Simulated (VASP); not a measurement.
# AlN (P4_2/mnm) in VASP: further runs, part 2 of 3

VASP 6.6.1. The steps go on from the part before.

## 4. Relaxation of shape and atoms at fixed volume, PBE (10.42 Å³/atom)

This run uses another cell than the first one, of 10.42 Å³/atom.

The input, INCAR:

```
SYSTEM = AlN
ALGO = Normal
EDIFF = 1E-6
EDIFFG = -0.01
ENCUT = 600
GGA = PE
IBRION = 2
ISIF = 4
ISMEAR = 0
LASPH = .True.
LCHARG = .False.
LREAL = .False.
LWAVE = .False.
NELM = 80
NSW = 50
PREC = Accurate
SIGMA = 0.02
```

The input, KPOINTS:

```
k-points
0
Gamma
  4 4 8
  0 0 0
```

The input, POSCAR:

```
AlN
1.0
    5.2113803900      0.0000000000      0.0000000000
    0.0000000000      5.2113803900      0.0000000000
    0.0000000000      0.0000000000      3.0686157041
Al N
4 4
Direct
    0.6771963025      0.6771963025      0.0000000000
    0.1771963025      0.8228036975      0.5000000000
    0.8228036975      0.1771963025      0.5000000000
    0.3228036975      0.3228036975      0.0000000000
    0.8149062473      0.8149062473      0.5000000000
    0.1850937527      0.1850937527      0.5000000000
    0.6850937527      0.3149062473      0.0000000000
    0.3149062473      0.6850937527      0.0000000000
```

Run with:

```console
$ cat potpaw_PBE.64/Al/POTCAR potpaw_PBE.64/N/POTCAR > POTCAR
$ mpirun -np 1 vasp_std > vasp.out
```

It took 7.1 min on 1 thread of Intel Xeon 8259CL, shared host; peak memory 0.2 GiB.

The run converged. Its results:

```yaml
Free_energy: -59.1256 eV
Energy_gained_by_relaxing: 0.2 meV/atom
Ionic_steps: 5
Pressure_after_relaxing: 12.2 GPa
Largest_force_after_relaxing: 0.005 eV/Å
Band_gap_on_the_k_mesh: 4.15 eV
```

Forces in eV/Å, atoms in the order of the input:
```
Al  -0.003 -0.003  0.000
Al  -0.003  0.003  0.000
Al   0.003 -0.003  0.000
Al   0.003  0.003  0.000
N   -0.001 -0.001  0.000
N    0.001  0.001  0.000
N    0.001 -0.001  0.000
N   -0.001  0.001  0.000
```

The path:
```
step  energy change (eV)  largest force (eV/Å)  pressure (GPa)  volume (Å³)
   1              0.0000                0.0638           12.40        83.34
   2             -0.0013                0.0085           12.28        83.34
   3             -0.0016                0.0400           12.20        83.34
   4             -0.0012                0.0611           12.10        83.34
   5             -0.0018                0.0047           12.17        83.34
```

Final structure:
```xyz
8
Lattice="5.2005 0.0000 0.0000 0.0000 5.2005 0.0000 0.0000 0.0000 3.0815" Properties=species:S:1:pos:R:3 pbc="T T T"
Al    3.5237    3.5237    0.0000
Al    0.9234    4.2771    1.5407
Al    4.2771    0.9234    1.5407
Al    1.6768    1.6768    0.0000
N     4.2342    4.2342    1.5407
N     0.9663    0.9663    1.5407
N     3.5666    1.6339    0.0000
N     1.6339    3.5666    0.0000
```

Levels at points of the mesh, in eV from the valence-band top:
| k point | band 12 | band 13 | band 14 | band 15 | band 16 | band 17 | band 18 | band 19 | band 20 | band 21 |
| --- | --- | --- | --- | --- | --- | --- | --- | --- | --- | --- |
| (0.00, 0.00, 0.00) | -0.94 | -0.58 | -0.09 | -0.09 | 0.00 | 4.15 | 6.10 | 6.64 | 7.38 | 7.38 |
| (0.50, 0.00, 0.00) | -1.68 | -0.71 | -0.71 | -0.63 | -0.63 | 6.10 | 6.10 | 6.73 | 6.73 | 9.00 |
| (0.50, 0.50, 0.00) | -1.40 | -1.08 | -1.08 | -1.06 | -1.06 | 6.28 | 6.28 | 6.65 | 6.65 | 9.23 |
| (0.00, 0.00, 0.50) | -2.51 | -1.73 | -1.73 | -1.54 | -1.54 | 6.18 | 6.18 | 7.98 | 7.98 | 8.45 |
| (0.50, 0.00, 0.50) | -2.20 | -1.43 | -1.43 | -0.68 | -0.68 | 6.47 | 6.47 | 7.00 | 7.00 | 7.15 |
| (0.50, 0.50, 0.50) | -1.44 | -1.23 | -1.23 | -0.99 | -0.99 | 5.36 | 5.36 | 5.97 | 5.97 | 8.44 |

## 5. Relaxation of shape and atoms at fixed volume, PBE (10.75 Å³/atom)

This run uses another cell than the first one, of 10.75 Å³/atom.

The input, INCAR:

```
SYSTEM = AlN
PREC = Accurate
ENCUT = 600
EDIFF = 1E-6
ISMEAR = 0
SIGMA = 0.02
LREAL = .FALSE.
LASPH = .TRUE.
NELM = 60
ALGO = Normal
ISIF = 4
LWAVE = .FALSE.
LCHARG = .FALSE.
GGA = PE
IBRION = 2
NSW = 50
EDIFFG = -0.01
```

The input, KPOINTS:

```
regular mesh
0
G
  4 4 8
  0 0 0
```

The input, POSCAR:

```
AlN
1.0
    5.2752806871      0.0000000000      0.0000000000
    0.0000000000      5.2752806871      0.0000000000
    0.0000000000      0.0000000000      3.0903010378
Al N
4 4
Direct
    0.6769860000      0.6769860000      0.0000000000
    0.1769860000      0.8230140000      0.5000000000
    0.8230140000      0.1769860000      0.5000000000
    0.3230140000      0.3230140000      0.0000000000
    0.8154210000      0.8154210000      0.5000000000
    0.1845790000      0.1845790000      0.5000000000
    0.6845790000      0.3154210000      0.0000000000
    0.3154210000      0.6845790000      0.0000000000
```

Potentials or basis: VASP PAW PBE potentials, release 64 (Al, N).

Run with:

```console
$ cat potpaw_PBE.64/Al/POTCAR potpaw_PBE.64/N/POTCAR > POTCAR
$ mpirun -np 1 vasp_std > vasp.out
```

OUTCAR:

```text
SYSTEM = AlN
   PREC = Accurate
   ENCUT = 600
   EDIFF = 1E-6
   ISMEAR = 0
   LREAL = .FALSE.
   LASPH = .TRUE.
   NELM = 60
   ISIF = 4
   GGA = PE
   IBRION = 2
   NSW = 50
   EDIFFG = -0.01

 ion  position               nearest neighbor table
   1  0.677  0.677  0.000-   5 1.86   5 1.86   8 1.91   7 1.91   4 2.64   3 3.15   2 3.15   3 3.15
                             2 3.15   3 3.15   3 3.15   2 3.15   2 3.15
   2  0.177  0.823  0.500-   8 1.86   8 1.86   5 1.91   6 1.91   3 2.64   1 3.15   1 3.15   4 3.15
                             4 3.15   4 3.15   4 3.15   1 3.15   1 3.15
   3  0.823  0.177  0.500-   7 1.86   7 1.86   5 1.91   6 1.91   2 2.64   1 3.15   1 3.15   4 3.15
                             4 3.15   1 3.15   1 3.15   4 3.15   4 3.15
   4  0.323  0.323  0.000-   6 1.86   6 1.86   8 1.91   7 1.91   1 2.64   2 3.15   2 3.15   3 3.15
                             3 3.15   2 3.15   2 3.15   3 3.15   3 3.15
   5  0.815  0.815  0.500-   1 1.86   1 1.86   3 1.91   2 1.91
   6  0.185  0.185  0.500-   4 1.86   4 1.86   2 1.91   3 1.91
   7  0.685  0.315  0.000-   3 1.86   3 1.86   4 1.91   1 1.91
   8  0.315  0.685  0.000-   2 1.86   2 1.86   4 1.91   1 1.91

  LATTYP: Found a simple tetragonal cell.
 ALAT       =     5.2752806871
 C/A-ratio  =     0.5858078880

  Lattice vectors:

 A1 = (   5.2752806871,   0.0000000000,   0.0000000000)
 A2 = (   0.0000000000,   5.2752806871,   0.0000000000)
 A3 = (   0.0000000000,   0.0000000000,   3.0903010378)

Analysis of symmetry for initial positions (statically):
=====================================================================
 Subroutine PRICEL returns:
 Original cell was already a primitive cell.

 Routine SETGRP: Setting up the symmetry group for a
 simple tetragonal supercell.

 Subroutine GETGRP returns: Found 16 space group operations
 (whereof  8 operations were pure point group operations)
 out of a pool of 16 trial point group operations.

The static configuration has the point symmetry D_2h.
 The point group associated with its full space group is D_4h.

Analysis of symmetry for dynamics (positions and initial velocities):
=====================================================================
 Subroutine PRICEL returns:
 Original cell was already a primitive cell.

 Routine SETGRP: Setting up the symmetry group for a
 simple tetragonal supercell.

 Subroutine GETGRP returns: Found 16 space group operations
 (whereof  8 operations were pure point group operations)
 out of a pool of 16 trial point group operations.

The dynamic configuration has the point symmetry D_2h.
 The point group associated with its full space group is D_4h.

 Subroutine INISYM returns: Found 16 space group operations
 (whereof  8 operations are pure point group operations),
 and found     1 'primitive' translations

----------------------------------------------------------------------------------------

                                     Primitive cell

  volume of cell :      85.9987

  direct lattice vectors                    reciprocal lattice vectors
     5.275280687  0.000000000  0.000000000     0.189563373  0.000000000  0.000000000
[... 54 lines left out ...]
            Coordinates               Weight
  0.000000  0.000000  0.000000      1.000000
  0.250000  0.000000  0.000000      4.000000
  0.500000  0.000000  0.000000      2.000000
  0.250000  0.250000  0.000000      4.000000
  0.500000  0.250000  0.000000      4.000000
  0.500000  0.500000  0.000000      1.000000
[... 16 lines left out ...]
  0.500000  0.250000  0.375000      8.000000
  0.500000  0.500000  0.375000      2.000000
 [... further k-points ...]
   k-points           NKPTS =     30   k-points in BZ     NKDIM =     30   number of bands    NBANDS=     21
   number of dos      NEDOS =    301   number of ions     NIONS =      8
   total plane-waves  NPLWV =  49392
   dimension x,y,z NGX =    42 NGY =   42 NGZ =   28
   dimension x,y,z NGXF=    84 NGYF=   84 NGZF=   56
   ions per type =               4   4
   NGX,Y,Z   is equivalent  to a cutoff of  13.24, 13.24, 15.06 a.u.
   NGXF,Y,Z  is equivalent  to a cutoff of  26.47, 26.47, 30.13 a.u.
 SYSTEM =  AlN
   PREC   = accura    normal or accurate (medium, high low for compatibility)
   ISTART =      0    job   : 0-new  1-cont  2-samecut
   ICHARG =      2    charge: 1-file 2-atom 10-const
   ISPIN  =      1    spin polarized calculation?
   LNONCOLLINEAR =      F non collinear calculations
   LSORBIT =      F    spin-orbit coupling
   LASPH  =      T    aspherical Exc in radial PAW
   ENCUT  =  600.0 eV  44.10 Ry    6.64 a.u.  10.54 10.54  6.17*2*pi/ulx,y,z
   NELM   =     60;   NELMIN=  2; NELMDL= -5     # of ELM steps
   EDIFF  = 0.1E-05   stopping-criterion for ELM
   LREAL  =      F    real-space projection
   EDIFFG = -.1E-01   stopping-criterion for IOM
   NSW    =     50    number of steps for IOM
   IBRION =      2    ionic relax: 0-MD 1-quasi-New 2-CG
   NFREE  =      1    steps in history (QN), initial steepest desc. (CG)
   ISIF   =      4    stress and relaxation
   ISYM   =      2    0-nonsym 1-usesym 2-fastsym
   POTIM  = 0.5000    time-step for ionic-motion
   TEBEG  =    0.0;   TEEND  =   0.0 temperature during run
   PSTRESS=    0.0 pullay stress
   NELECT =      32.0000    total number of electrons
   NUPDOWN=      -1.0000    fix difference up-down
   EMIN   =  10.00;   EMAX   =-10.00  energy-range for DOS
   EFERMI =   0.00;   METHOD = LEGACY
   ISMEAR =     0;   SIGMA  =   0.02  broadening in eV -4-tet -1-fermi 0-gaus
   EFERMI_NEDOS =   21; number of points for ismear=-14 and -15
   IALGO  =     38    algorithm
   IMIX   =      4    mixing-type and parameters
     AMIX     =   0.40;   BMIX     =  1.00
     AMIX_MAG =   1.60;   BMIX_MAG =  1.00
  volume/ion in A,a.u.               =      10.75        72.54
  Fermi-wavevector in a.u.,A,eV,Ry     =   1.177500  2.225152 18.864557  1.386506
  Thomas-Fermi vector in A             =   2.313845
   LORBIT       =      0    0 simple, 1 ext, 2 COOP (PROOUT), +10 PAW based schemes
   GGA     = PE    functional components
   LHFCALC =     F    Hartree Fock is set to
   AEXX    =    0.0000 exact exchange contribution
   IVDW    =     0    specifies the selected vdW correction
   LEPSILON=     F    determine dielectric tensor
   LRPA    =     F    only Hartree local field effects (RPA)
 conjugate gradient relaxation of ions
 non-spin polarized calculation
 Gauss-broadening in eV      SIGMA  =   0.02
  energy-cutoff  :      600.00
  volume of cell :       86.00
 maximum number of plane-waves:      2892
   NGX = 21   NGY = 21   NGZ = 13

--------------------------------------- Ionic step        1  -------------------------------------------

 number of electron      31.9999988 magnetization

 Free energy of the ion-electron system (eV)
  ---------------------------------------------------
  ext. energy  EPLUGINS =         0.00000000
  ---------------------------------------------------
  free energy    TOTEN  =       -59.27293048 eV

  energy without entropy =      -59.27293048  energy(sigma->0) =      -59.27293048

------------------------ aborting loop because EDIFF is reached ----------------------------------------

  FORCE on cell =-STRESS in cart. coord.  units (eV):
  Direction    XX          YY          ZZ          XY          YZ          ZX
  --------------------------------------------------------------------------------------
  -------------------------------------------------------------------------------------
  Total        2.8737156      2.8737156      3.3226998     -0.0000000      0.0000000      0.0000000
  in kB       53.5380361     53.5380361     61.9027229     -0.0000000      0.0000000      0.0000000
  external PRESSURE =      56.3262650 kB  Pullay stress =       0.0000000 kB
[... 71 lines left out ...]
--------------------------------------- Ionic step        3  -------------------------------------------

 number of electron      31.9999989 magnetization

 Free energy of the ion-electron system (eV)
  ---------------------------------------------------
  ext. energy  EPLUGINS =         0.00000000
  ---------------------------------------------------
  free energy    TOTEN  =       -59.27410930 eV

  energy without entropy =      -59.27410930  energy(sigma->0) =      -59.27410930

 E-fermi :   5.9616     XC(G=0): -10.7104

 val. band max:        5.8041538240   @ k =   0.0000   0.0000   0.0000
 cond. band min:       9.7530411843   @ k =   0.0000   0.0000   0.0000
 fundamental gap:      3.9488873603
 Fermi energy:         5.9615741646

 k-point     1 :       0.0000    0.0000    0.0000
  band No.  band energies     occupation
      1      -9.3684      2.00000
      2      -7.3239      2.00000
      3      -7.3239      2.00000
      4      -7.0353      2.00000
      5      -0.1978      2.00000
      6       0.8670      2.00000
[... 565 lines left out ...]
     20      11.9641      0.00000
     21      14.5699      0.00000

 [... further k-points ...]
[... 5 lines left out ...]
  --------------------------------------------------------------------------------------
  -------------------------------------------------------------------------------------
  Total        2.9449314      2.9449314      2.9227760      0.0000000      0.0000000      0.0000000
  in kB       54.8648041     54.8648041     54.4520430      0.0000000      0.0000000      0.0000000
  external PRESSURE =      54.7272171 kB  Pullay stress =       0.0000000 kB
[... 23 lines left out ...]
  FREE ENERGIE OF THE ION-ELECTRON SYSTEM (eV)
  ---------------------------------------------------
  free  energy   TOTEN  =       -59.2741093044 eV

  energy  without entropy=      -59.2741093044  energy(sigma->0) =      -59.27410930

 reached required accuracy - stopping structural energy minimisation
```

Run time: 4.5 min. Hardware: 1 thread of Intel Xeon 8259CL, shared host; peak memory 0.2 GiB.

Results:

- Free energy: -59.2741 eV
- Energy gained by relaxing: 0.1 meV/atom
- Ionic steps: 3
- Pressure after relaxing: 5.5 GPa
- Largest force after relaxing: 0.006 eV/Å
- Band gap on the k mesh: 3.95 eV

Forces on the atoms (eV/Å):
```
Al  -0.002 -0.002  0.000
Al  -0.002  0.002  0.000
Al   0.002 -0.002  0.000
Al   0.002  0.002  0.000
N   -0.004 -0.004  0.000
N    0.004  0.004  0.000
N    0.004 -0.004  0.000
N   -0.004  0.004  0.000
```

Step by step:
| step | energy change (eV) | largest force (eV/Å) | pressure (GPa) | volume (Å³) |
| --- | --- | --- | --- | --- |
| 1 | 0.0000 | 0.0451 | 5.63 | 86.00 |
| 2 | -0.0009 | 0.0240 | 5.55 | 86.00 |
| 3 | -0.0012 | 0.0061 | 5.47 | 86.00 |

Final structure:
```
Al N
1.0
     5.26644    0.00000    0.00000
     0.00000    5.26644    0.00000
     0.00000    0.00000    3.10068
Al N
4 4
Direct
  0.67722 0.67722 0.00000
  0.17722 0.82278 0.50000
  0.82278 0.17722 0.50000
  0.32278 0.32278 0.00000
  0.81488 0.81488 0.50000
  0.18512 0.18512 0.50000
  0.68512 0.31488 0.00000
  0.31488 0.68512 0.00000
```

## 6. Relaxation of cell and atoms, PBE

This run uses another cell than the first one, of 11.08 Å³/atom.

The input, INCAR:

```
  PREC = Accurate
  ENCUT = 600
  EDIFF = 1E-7
  ISMEAR = 0
  SIGMA = 0.02
  LREAL = False
  LASPH = True
  NELM = 80
  ALGO = Normal
  ISIF = 3
  LWAVE = False
  LCHARG = False
  GGA = PE
  IBRION = 2
  NSW = 100
  EDIFFG = -0.01
```

The input, KPOINTS:

```
Automatic mesh
0
Gamma
  4 4 8
```

POSCAR: that of step 5 with these lines changed.

```diff
@@ -2,5 +2,5 @@
 1.0
-    5.2752806871      0.0000000000      0.0000000000
-    0.0000000000      5.2752806871      0.0000000000
-    0.0000000000      0.0000000000      3.0903010378
+    5.3291138000      0.0000000000      0.0000000000
+    0.0000000000      5.3291138000      0.0000000000
+    0.0000000000      0.0000000000      3.1218369000
 Al N
```

Potentials or basis: VASP PAW PBE potentials, release 64 (Al, N).

Run with:

```console
$ cat potpaw_PBE.64/Al/POTCAR potpaw_PBE.64/N/POTCAR > POTCAR
$ mpirun -np 1 vasp_std > vasp.out
```

It took 7.3 min on 1 thread of Intel Xeon 8259CL, shared host; peak memory 0.23 GiB.

It converged, with:

| Quantity | Value |
| --- | --- |
| Free energy | -59.3191 eV |
| Relaxed volume | 11.06 Å³/atom |
| Relaxed cell | a = 5.326 Å, b = 5.326 Å, c = 3.120 Å, α = 90.00°, β = 90.00°, γ = 90.00° |
| Space group after relaxing (to 0.1 Å) | P4_2/mnm (No. 136) |
| Energy gained by relaxing | 0.0 meV/atom |
| Ionic steps | 3 |
| Pressure after relaxing | 0.0 GPa |
| Band gap on the k mesh | 3.76 eV |

Forces on the atoms (eV/Å):
```
Al  -0.002 -0.002  0.000
Al  -0.002  0.002  0.000
Al   0.002 -0.002  0.000
Al   0.002  0.002  0.000
N   -0.002 -0.002  0.000
N    0.002  0.002  0.000
N    0.002 -0.002  0.000
N   -0.002  0.002  0.000
```

The path:
| step | energy change (eV) | largest force (eV/Å) | pressure (GPa) | volume (Å³) |
| --- | --- | --- | --- | --- |
| 1 | 0.0000 | 0.0043 | -0.34 | 88.66 |
| 2 | -0.0001 | 0.0036 | 0.30 | 88.35 |
| 3 | -0.0002 | 0.0029 | 0.01 | 88.49 |

Final structure:
```
Al N
1.0
     5.32594    0.00000    0.00000
     0.00000    5.32594    0.00000
     0.00000    0.00000    3.11964
Al N
4 4
Direct
  0.67697 0.67697 0.00000
  0.17697 0.82303 0.50000
  0.82303 0.17697 0.50000
  0.32303 0.32303 0.00000
  0.81541 0.81541 0.50000
  0.18459 0.18459 0.50000
  0.68459 0.31541 0.00000
  0.31541 0.68459 0.00000
```

Levels at points of the mesh, in eV from the valence-band top:
```
           k point  band 13  band 14  band 15  band 16  band 17  band 18  band 19  band 20
(0.00, 0.00, 0.00)    -0.47    -0.09    -0.09     0.00     3.76     6.03     6.53     6.97
(0.50, 0.00, 0.00)    -0.62    -0.62    -0.59    -0.59     5.78     5.78     6.48     6.48
(0.50, 0.50, 0.00)    -1.02    -1.02    -0.91    -0.91     6.03     6.03     6.35     6.35
(0.00, 0.00, 0.50)    -1.63    -1.63    -1.48    -1.48     6.03     6.03     7.76     7.76
(0.50, 0.00, 0.50)    -1.35    -1.35    -0.67    -0.67     6.26     6.26     6.69     6.69
(0.50, 0.50, 0.50)    -1.15    -1.15    -0.94    -0.94     5.21     5.21     5.67     5.67
```

[end of part 2 of 3]
